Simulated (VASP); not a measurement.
## As: single point with HSE06

The system is As, a slab with vacuum.

```
As
1.0
     4.49254    0.00000    0.00000
     0.00000    3.72457    0.00000
     0.00000    0.00000   28.27037
As
4
Direct
  0.06599 0.00000 0.37799
  0.43401 0.50000 0.37799
  0.56599 0.50000 0.29410
  0.93401 0.00000 0.29410
```

| Item | Value |
| --- | --- |
| Program | VASP 6.6.1 |
| Task | single point |
| Functional | HSE06 |
| Potentials or basis | VASP PAW PBE potentials, release 64 (As) |
| Cutoff | 520 eV |
| k mesh | 4 × 4 × 1 |
| Occupations | fermi-dirac, width 0.02 eV |
| Spin | no spin polarisation |
| Dipole correction | yes |
| Grid for exact exchange (PRECFOCK) | Normal |
| Further INCAR settings | ALGO = Normal; EDIFF = 1e-07; NBANDS = 18 |
| Share of exact exchange | 0.25 |
| Screening parameter | 0.2079 1/Å |

```yaml
Largest_force: 0.016 eV/Å
Band_gap_on_the_k_mesh: 1.40 eV
```

Forces in eV/Å, atoms in the order of the input:
```
As   0.007  0.000 -0.014
As  -0.007  0.000 -0.014
As   0.007  0.000  0.014
As  -0.007  0.000  0.014
```

Levels at points of the mesh, in eV from the valence-band top:
```
           k point  band 6  band 7  band 8  band 9  band 10  band 11  band 12  band 13  band 14  band 15
(0.00, 0.00, 0.00)   -4.23   -3.46   -1.74   -1.56     0.00     1.40     2.49     3.20     4.14     4.62
(0.50, 0.00, 0.00)   -3.04   -2.21   -2.21   -0.61    -0.61     2.02     2.02     3.39     3.39     3.77
(0.00, 0.50, 0.00)   -3.78   -2.41   -2.41   -1.99    -1.99     1.98     1.98     2.34     2.34     3.86
(0.50, 0.50, 0.00)   -5.39   -4.39   -4.39   -1.69    -1.69     3.41     3.41     5.75     5.75     6.46
```

It took 52 min on 1 thread of Intel Xeon 8259CL, on a shared host, peak memory 0.64 GiB.

Caveat: the k points lie up to 0.42 Å⁻¹ apart; the PAW data sets were made with another functional, which shifts forces and pressure a little.
